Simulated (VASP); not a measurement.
# Mn3AlN4 (I-42m) in VASP: single point with PBE

Aim: the single point of Mn3AlN4 with PBE.

Everything below comes from runs of VASP 6.6.1. Logs are shortened: lines on timing, memory, paths and dates and some standing lists are left out, and cuts for length are marked.

### Step 1. The cell of the first run

Symmetry: I-42m, No. 121, tetragonal system. Conventional cell: a = 4.306 Å, b = 4.306 Å, c = 8.580 Å, α = 90.00°, β = 90.00°, γ = 90.00°. Within 2.5 Å of Mn (site symmetry -4) lie 4 N at 1.85 Å. Mn (site symmetry -42m) has 4 N at 1.85 Å within 2.5 Å. Al (site symmetry -42m) has 4 N at 1.90 Å within 2.5 Å. N (site symmetry m) has 3 Mn at 1.85 Å and 1 Al at 1.90 Å within 2.5 Å.

### Step 2. Single point, PBE

The input, INCAR:

```
SYSTEM = Mn3AlN4
ALGO = Normal
EDIFF = 1E-6
ENCUT = 520
GGA = PE
ISIF = 2
ISMEAR = 0
LASPH = .True.
LCHARG = .True.
LELF = .True.
LREAL = .False.
LVHAR = .True.
LWAVE = .False.
NBANDS = 41
NELM = 80
PREC = Accurate
SIGMA = 0.1
```

The input, KPOINTS:

```
k-points
0
Gamma
  10 10 10
  0 0 0
```

The input, POSCAR:

```
Mn3AlN4
1.0
   -2.1528589148      2.1528589148      4.2901371911
    2.1528589148     -2.1528589148      4.2901371911
    2.1528589148      2.1528589148     -4.2901371911
Mn Al N
3 1 4
Direct
    0.2500000000      0.7500000000      0.5000000000
    0.7500000000      0.2500000000      0.5000000000
    0.5000000000      0.5000000000      0.0000000000
    0.0000000000      0.0000000000      0.0000000000
    0.3821686507      0.8732307676      0.0000000000
    0.8732307676      0.3821686507      0.0000000000
    0.1267692324      0.1267692324      0.5089378832
    0.6178313493      0.6178313493      0.4910621168
```

Potentials or basis: VASP PAW PBE potentials, release 64 (Mn_pv, Al, N).

On the command line:

```
$ cat potpaw_PBE.64/Mn_pv/POTCAR potpaw_PBE.64/Al/POTCAR potpaw_PBE.64/N/POTCAR > POTCAR
$ mpirun -np 1 vasp_std > vasp.out
```

OUTCAR:

```text
SYSTEM = Mn3AlN4
   EDIFF = 1E-6
   ENCUT = 520
   GGA = PE
   ISIF = 2
   ISMEAR = 0
   LASPH = .True.
   LREAL = .False.
   NELM = 80
   PREC = Accurate

 ion  position               nearest neighbor table
   1  0.250  0.750  0.500-   7 1.85   5 1.85   6 1.85   8 1.85   4 3.04   3 3.04   3 3.04   3 3.04
                             4 3.04   4 3.04   4 3.04   3 3.04   2 3.04   2 3.04   2 3.04   2 3.04
   2  0.750  0.250  0.500-   7 1.85   6 1.85   5 1.85   8 1.85   3 3.04   4 3.04   3 3.04   3 3.04
                             4 3.04   4 3.04   3 3.04   4 3.04   1 3.04   1 3.04   1 3.04   1 3.04
   3  0.500  0.500  0.000-   8 1.85   6 1.85   5 1.85   7 1.85   1 3.04   2 3.04   1 3.04   2 3.04
                             1 3.04   2 3.04   1 3.04   2 3.04   4 3.04   4 3.04   4 3.04   4 3.04
   4  0.000  0.000  0.000-   5 1.90   6 1.90   8 1.90   7 1.90   2 3.04   1 3.04   2 3.04   1 3.04
                             2 3.04   1 3.04   2 3.04   1 3.04   3 3.04   3 3.04   3 3.04   3 3.04
   5  0.382  0.873  0.000-   2 1.85   1 1.85   3 1.85   4 1.90
   6  0.873  0.382  0.000-   1 1.85   2 1.85   3 1.85   4 1.90
   7  0.127  0.127  0.509-   1 1.85   2 1.85   3 1.85   4 1.90
   8  0.618  0.618  0.491-   1 1.85   2 1.85   3 1.85   4 1.90

  LATTYP: Found a body centered tetragonal cell.
 ALAT       =     4.3057178296
 C/A-ratio  =     1.9927628149

  Lattice vectors:

 A1 = (  -2.1528589148,   2.1528589148,   4.2901371911)
 A2 = (   2.1528589148,  -2.1528589148,   4.2901371911)
 A3 = (   2.1528589148,   2.1528589148,  -4.2901371911)

Analysis of symmetry for initial positions (statically):
=====================================================================
 Subroutine PRICEL returns:
 Original cell was already a primitive cell.

 Routine SETGRP: Setting up the symmetry group for a
 body centered tetragonal supercell.

 Subroutine GETGRP returns: Found  8 space group operations
 (whereof  8 operations were pure point group operations)
 out of a pool of 16 trial point group operations.

The static configuration has the point symmetry D_2d.

Analysis of symmetry for dynamics (positions and initial velocities):
=====================================================================
 Subroutine PRICEL returns:
 Original cell was already a primitive cell.

 Routine SETGRP: Setting up the symmetry group for a
 body centered tetragonal supercell.

 Subroutine GETGRP returns: Found  8 space group operations
 (whereof  8 operations were pure point group operations)
 out of a pool of 16 trial point group operations.

The dynamic configuration has the point symmetry D_2d.

 Subroutine INISYM returns: Found  8 space group operations
 (whereof  8 operations are pure point group operations),
 and found     1 'primitive' translations

----------------------------------------------------------------------------------------

                                     Primitive cell

  volume of cell :      79.5357

  direct lattice vectors                    reciprocal lattice vectors
    -2.152858915  2.152858915  4.290137191     0.000000000  0.232249311  0.116546389
     2.152858915 -2.152858915  4.290137191     0.232249311  0.000000000  0.116546389
     2.152858915  2.152858915 -4.290137191     0.232249311  0.232249311  0.000000000

  length of vectors
     5.260691982  5.260691982  5.260691982     0.259851503  0.259851503  0.328450126

  position of ions in fractional coordinates (direct lattice)
     0.250000000  0.750000000  0.500000000
     0.750000000  0.250000000  0.500000000
     0.500000000  0.500000000  0.000000000
     0.000000000  0.000000000  0.000000000
     0.382168651  0.873230768  0.000000000
     0.873230768  0.382168651  0.000000000
     0.126769232  0.126769232  0.508937883
     0.617831349  0.617831349  0.491062117

  ion indices of the primitive-cell ions
   primitive index   ion index
                 1           1
                 2           2
                 3           3
                 4           4
                 5           5
                 6           6
                 7           7
                 8           8

----------------------------------------------------------------------------------------

 KPOINTS: k-points

Automatic generation of k-mesh.
 Grid dimensions read from file:
 generate k-points for:   10   10   10

 Generating k-lattice:

  Cartesian coordinates                     Fractional coordinates (reciprocal lattice)
     0.000000000  0.023224931  0.011654639     0.100000000 -0.000000000  0.000000000
     0.023224931  0.000000000  0.011654639    -0.000000000  0.100000000  0.000000000
     0.023224931  0.023224931  0.000000000     0.000000000  0.000000000  0.100000000

  Length of vectors
     0.025985150  0.025985150  0.032845013

  Shift w.r.t. Gamma in fractional coordinates (k-lattice)
     0.000000000  0.000000000  0.000000000

 Subroutine IBZKPT returns following result:
 ===========================================

 Found    102 irreducible k-points:

 Following reciprocal coordinates:
            Coordinates               Weight
  0.000000  0.000000  0.000000      1.000000
  0.100000 -0.000000  0.000000      8.000000
  0.200000 -0.000000  0.000000      8.000000
  0.300000  0.000000  0.000000      8.000000
  0.400000  0.000000  0.000000      8.000000
  0.500000  0.000000  0.000000      4.000000
[... 16 lines left out ...]
  0.300000  0.300000  0.000000      8.000000
  0.400000  0.300000  0.000000     16.000000
 [... further k-points ...]
   k-points           NKPTS =    102   k-points in BZ     NKDIM =    102   number of bands    NBANDS=     41
   number of dos      NEDOS =    301   number of ions     NIONS =      8
   total plane-waves  NPLWV =  64000
   dimension x,y,z NGX =    40 NGY =   40 NGZ =   40
   dimension x,y,z NGXF=    80 NGYF=   80 NGZF=   80
   ions per type =               3   1   4
   NGX,Y,Z   is equivalent  to a cutoff of  12.64, 12.64, 12.64 a.u.
   NGXF,Y,Z  is equivalent  to a cutoff of  25.28, 25.28, 25.28 a.u.
 SYSTEM =  Mn3AlN4
   PREC   = accura    normal or accurate (medium, high low for compatibility)
   ISTART =      0    job   : 0-new  1-cont  2-samecut
   ICHARG =      2    charge: 1-file 2-atom 10-const
   ISPIN  =      1    spin polarized calculation?
   LNONCOLLINEAR =      F non collinear calculations
   LSORBIT =      F    spin-orbit coupling
   LASPH  =      T    aspherical Exc in radial PAW
   ENCUT  =  520.0 eV  38.22 Ry    6.18 a.u.   9.78  9.78  9.78*2*pi/ulx,y,z
   NELM   =     80;   NELMIN=  2; NELMDL= -5     # of ELM steps
   EDIFF  = 0.1E-05   stopping-criterion for ELM
   LREAL  =      F    real-space projection
   EDIFFG = 0.1E-04   stopping-criterion for IOM
   NSW    =      0    number of steps for IOM
   IBRION =     -1    ionic relax: 0-MD 1-quasi-New 2-CG
   NFREE  =      0    steps in history (QN), initial steepest desc. (CG)
   ISIF   =      2    stress and relaxation
   ISYM   =      2    0-nonsym 1-usesym 2-fastsym
   POTIM  = 0.5000    time-step for ionic-motion
   TEBEG  =    0.0;   TEEND  =   0.0 temperature during run
   PSTRESS=    0.0 pullay stress
   NELECT =      62.0000    total number of electrons
   NUPDOWN=      -1.0000    fix difference up-down
   EMIN   =  10.00;   EMAX   =-10.00  energy-range for DOS
   EFERMI =   0.00;   METHOD = LEGACY
   ISMEAR =     0;   SIGMA  =   0.10  broadening in eV -4-tet -1-fermi 0-gaus
   EFERMI_NEDOS =   21; number of points for ismear=-14 and -15
   IALGO  =     38    algorithm
   IMIX   =      4    mixing-type and parameters
     AMIX     =   0.40;   BMIX     =  1.00
     AMIX_MAG =   1.60;   BMIX_MAG =  1.00
  volume/ion in A,a.u.               =       9.94        67.09
  Fermi-wavevector in a.u.,A,eV,Ry     =   1.506669  2.847192 30.885940  2.270053
  Thomas-Fermi vector in A             =   2.617356
   LORBIT       =      0    0 simple, 1 ext, 2 COOP (PROOUT), +10 PAW based schemes
   GGA     = PE    functional components
   LHFCALC =     F    Hartree Fock is set to
   AEXX    =    0.0000 exact exchange contribution
   IVDW    =     0    specifies the selected vdW correction
   LEPSILON=     F    determine dielectric tensor
   LRPA    =     F    only Hartree local field effects (RPA)
 non-spin polarized calculation
 Gauss-broadening in eV      SIGMA  =   0.10
  energy-cutoff  :      520.00
  volume of cell :       79.54
 maximum number of plane-waves:      2170
   NGX = 19   NGY = 19   NGZ = 19

 number of electron      61.9999978 magnetization

 Free energy of the ion-electron system (eV)
  ---------------------------------------------------
  ext. energy  EPLUGINS =         0.00000000
  ---------------------------------------------------
  free energy    TOTEN  =       -67.35099752 eV

  energy without entropy =      -67.32696800  energy(sigma->0) =      -67.33898276

 E-fermi :   8.2144     XC(G=0): -12.1471

 val. band max:        8.1932412622   @ k =   0.5000   0.2000   0.0000
 cond. band min:       8.2145020823   @ k =   0.4000   0.1000   0.1000
 fundamental gap:      0.0212608201
 Fermi energy:         8.2143731872

 k-point     1 :       0.0000    0.0000    0.0000
  band No.  band energies     occupation
      1     -40.1620      2.00000
      2     -40.1216      2.00000
      3     -40.1216      2.00000
      4     -40.0819      2.00000
      5     -40.0805      2.00000
      6     -40.0805      2.00000
[... 33 lines left out ...]
     40      11.7530      0.00000
     41      11.7530      0.00000

 k-point     2 :       0.1000   -0.0000    0.0000
  band No.  band energies     occupation
      1     -40.1615      2.00000
      2     -40.1206      2.00000
      3     -40.1199      2.00000
      4     -40.0869      2.00000
      5     -40.0809      2.00000
      6     -40.0755      2.00000
[... 33 lines left out ...]
     40      11.7068      0.00000
     41      11.8363      0.00000

 k-point     3 :       0.2000   -0.0000    0.0000
  band No.  band energies     occupation
      1     -40.1598      2.00000
      2     -40.1180      2.00000
      3     -40.1158      2.00000
      4     -40.0908      2.00000
      5     -40.0819      2.00000
      6     -40.0720      2.00000
[... 33 lines left out ...]
     40      11.6614      0.00000
     41      12.1899      0.00000

 k-point     4 :       0.3000    0.0000    0.0000
  band No.  band energies     occupation
      1     -40.1570      2.00000
      2     -40.1143      2.00000
      3     -40.1110      2.00000
      4     -40.0915      2.00000
      5     -40.0840      2.00000
      6     -40.0774      2.00000
[... 825 lines left out ...]
     40      11.6054      0.00000
     41      12.4980      0.00000

 k-point    23 :       0.3000    0.3000    0.0000
  band No.  band energies     occupation
      1     -40.1570      2.00000
      2     -40.1254      2.00000
      3     -40.1016      2.00000
      4     -40.1010      2.00000
      5     -40.0861      2.00000
      6     -40.0789      2.00000
[... 33 lines left out ...]
     40      11.3133      0.00000
     41      13.9867      0.00000

 k-point    24 :       0.4000    0.3000    0.0000
  band No.  band energies     occupation
      1     -40.1589      2.00000
      2     -40.1253      2.00000
      3     -40.1079      2.00000
      4     -40.0978      2.00000
      5     -40.0886      2.00000
      6     -40.0732      2.00000
[... 33 lines left out ...]
     40      11.2152      0.00000
     41      14.3856      0.00000

 [... further k-points ...]

------------------------ aborting loop because EDIFF is reached ----------------------------------------

  FORCE on cell =-STRESS in cart. coord.  units (eV):
  Direction    XX          YY          ZZ          XY          YZ          ZX
  --------------------------------------------------------------------------------------
  -------------------------------------------------------------------------------------
  Total        0.2440822      0.2440822      0.2371869      0.0000000     -0.0000000      0.0000000
  in kB        4.9168215      4.9168215      4.7779212      0.0000000     -0.0000000      0.0000000
  external PRESSURE =       4.8705214 kB  Pullay stress =       0.0000000 kB

 VOLUME and BASIS-vectors are now :
 -----------------------------------------------------------------------------
  energy-cutoff  :      520.00
  volume of cell :       79.54
      direct lattice vectors                 reciprocal lattice vectors
    -2.152858915  2.152858915  4.290137191     0.000000000  0.232249311  0.116546389
     2.152858915 -2.152858915  4.290137191     0.232249311  0.000000000  0.116546389
     2.152858915  2.152858915 -4.290137191     0.232249311  0.232249311  0.000000000

 POSITION                                       TOTAL-FORCE (eV/Angst)
 -----------------------------------------------------------------------------------
      2.15286     -0.00000      2.14507        -0.000000     -0.000000      0.000000
     -0.00000      2.15286      2.14507        -0.000000     -0.000000      0.000000
      0.00000      0.00000      4.29014        -0.000000     -0.000000      0.000000
      0.00000      0.00000      0.00000        -0.000000     -0.000000      0.000000
      1.05719     -1.05719      5.38584         0.031832     -0.031832     -0.032175
     -1.05719      1.05719      5.38584        -0.031832      0.031832     -0.032175
      1.09567      1.09567     -1.09570        -0.031832     -0.031832      0.032175
      1.05719      1.05719      3.19444         0.031832      0.031832      0.032175
 -----------------------------------------------------------------------------------
    total drift:                                0.000002      0.000002      0.000005

  FREE ENERGIE OF THE ION-ELECTRON SYSTEM (eV)
  ---------------------------------------------------
  free  energy   TOTEN  =       -67.3509975193 eV

  energy  without entropy=      -67.3269680019  energy(sigma->0) =      -67.33898276
```

Run time: 7.3 min. Hardware: 1 thread of Intel Xeon Platinum 8488C (Sapphire Rapids), shared host; peak memory 0.43 GiB.

What came out:

```yaml
Free_energy: -67.3510 eV
Pressure: 0.5 GPa
Largest_force: 0.055 eV/Å
Band_gap_on_the_k_mesh: zero (bands 31 and 32 overlap by 0.06 eV)
```

Forces on the atoms (eV/Å):
```
Mn   0.000  0.000  0.000
Mn   0.000  0.000  0.000
Mn   0.000  0.000  0.000
Al   0.000  0.000  0.000
N    0.032 -0.032 -0.032
N   -0.032  0.032 -0.032
N   -0.032 -0.032  0.032
N    0.032  0.032  0.032
```

Levels at points of the mesh, in eV from the Fermi level:
| k point | band 27 | band 28 | band 29 | band 30 | band 31 | band 32 | band 33 | band 34 | band 35 | band 36 |
| --- | --- | --- | --- | --- | --- | --- | --- | --- | --- | --- |
| (0.00, 0.00, 0.00) | -1.40 | -1.40 | -0.74 | -0.40 | -0.34 | 0.18 | 0.31 | 0.98 | 0.98 | 1.04 |
| (0.50, 0.00, 0.00) | -1.07 | -0.60 | -0.51 | -0.35 | -0.29 | 0.11 | 0.44 | 1.44 | 1.71 | 1.87 |
| (0.50, 0.50, 0.00) | -0.65 | -0.49 | -0.34 | -0.32 | -0.08 | 0.20 | 0.96 | 0.96 | 1.59 | 2.17 |
| (0.50, 0.50, 0.50) | -1.18 | -1.14 | -0.96 | -0.36 | -0.08 | 0.27 | 0.42 | 0.97 | 1.68 | 1.68 |

Caveat: the run has no spin polarisation, though such a crystal can be magnetic. With open d or f shells a metallic result of PBE can be an artefact of self-interaction; +U or a hybrid may open a gap.
